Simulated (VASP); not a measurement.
Here is a VASP 6.6.1 calculation.

INCAR

```
PREC = Accurate
ENCUT = 520
EDIFF = 1E-6
ISMEAR = 0
SIGMA = 0.1
LREAL = F
LASPH = T
NELM = 100
ALGO = Normal
ISIF = 2
LWAVE = F
LCHARG = T
GGA = PE
LELF = T
LVHAR = T
NBANDS = 38
```

Contents of KPOINTS:

```
Automatic mesh
0
Gamma
  15 15 6
```

POSCAR

```
Rh
1.0
    2.7595227530      0.0000000000      0.0000000000
   -1.3797613765      2.3898168065      0.0000000000
    0.0000000000      0.0000000000      8.4917213281
Rh
4
Direct
    0.0000000000      0.0000000000     -0.0284153225
    0.3333333300      0.6666666700      0.2784153225
    0.0000000000      0.0000000000      0.4715846775
    0.6666666700      0.3333333300      0.7784153225
```

Potentials or basis: VASP PAW PBE potentials, release 64 (Rh_pv).

Launch:

```bash
$ cat potpaw_PBE.64/Rh_pv/POTCAR > POTCAR
$ mpirun -np 1 vasp_std > vasp.out
```

(1) What does it give for the pressure?

(2) Predict the band gap on the k mesh.

Answers

(1) 44.4 GPa.

(2) zero (band 30 reaches 12.26 eV, above the bottom of band 31 at 11.03 eV).

Caveat: the cell differs from its parent crystal (strained and its atoms moved); forces of over 1 eV/Å act on the atoms, so gaps and moduli don't describe the material at rest.
